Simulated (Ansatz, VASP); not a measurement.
# Be in VASP and in Ansatz

The input INCAR:

```
SYSTEM = Be
PREC = Accurate
ENCUT = 520
EDIFF = 1E-8
ISMEAR = -1
SIGMA = 0.05
LREAL = .False.
LASPH = .True.
NELM = 60
ALGO = Normal
ISIF = 2
LWAVE = .False.
LCHARG = .False.
GGA = PE
LEFG = .True.
NBANDS = 9
```

Contents of KPOINTS:

```
regular mesh
0
Gamma
  20 20 11
  0 0 0
```

POSCAR

```
Be
1.0
    2.2684238240      0.0000000000      0.0000000000
   -1.1342119121      1.9645126582      0.0000000000
    0.0000000000      0.0000000000      3.5522332234
Be
2
Direct
    0.3333333333      0.6666666667      0.2500000000
    0.6666666667      0.3333333333      0.7500000000
```

Input for Ansatz:

```yaml
crystal:
  lattice:
    - [2.268423824, 0.0, 0.0]
    - [-1.1342119121, 1.9645126582, 0.0]
    - [0.0, 0.0, 3.5522332234]
  atoms:
    - { symbol: Be, position: [0.3333333333, 0.6666666667, 0.25] }
    - { symbol: Be, position: [0.6666666667, 0.3333333333, 0.75] }
kpoints:
  mp_grid: { grid: [20, 20, 11] }
scf:
  occupations: { method: fermi_dirac, width: 0.05 }
hamiltonian:
  xc: pbe
  pseudopotentials: { kind: all_electron, datasets: crystal }
output:
  forces: true
  stress: true
  eigenvalues: true
  efg: { contact_densities: true }
```

Change from the starting cell: volume scaled by 0.96, crystal datasets.

Alike in both runs: task electric field gradients; functional PBE; k mesh 20 × 20 × 11; occupations fermi-dirac, width 0.05 eV; no spin polarisation.

|  | VASP | Ansatz |
| --- | --- | --- |
| version | VASP 6.6.1 | Ansatz 0.2.0 |
| potentials or method | VASP PAW PBE potentials, release 64 (Be), cutoff 520 eV | all-electron PAW with datasets made for the crystal, scalar-relativistic |

```tsv
	VASP	Ansatz	Ansatz less VASP
pressure (GPa)	0.1	-0.1	-0.19
traceless stress, the component that is largest in VASP (GPa)	0.44	0.41	-0.026
size of Vzz on the site where it differs most (V/Å²)	0.6	0.4	-0.23
```

Ansatz ran all-electron here, and VASP with PAW potentials.
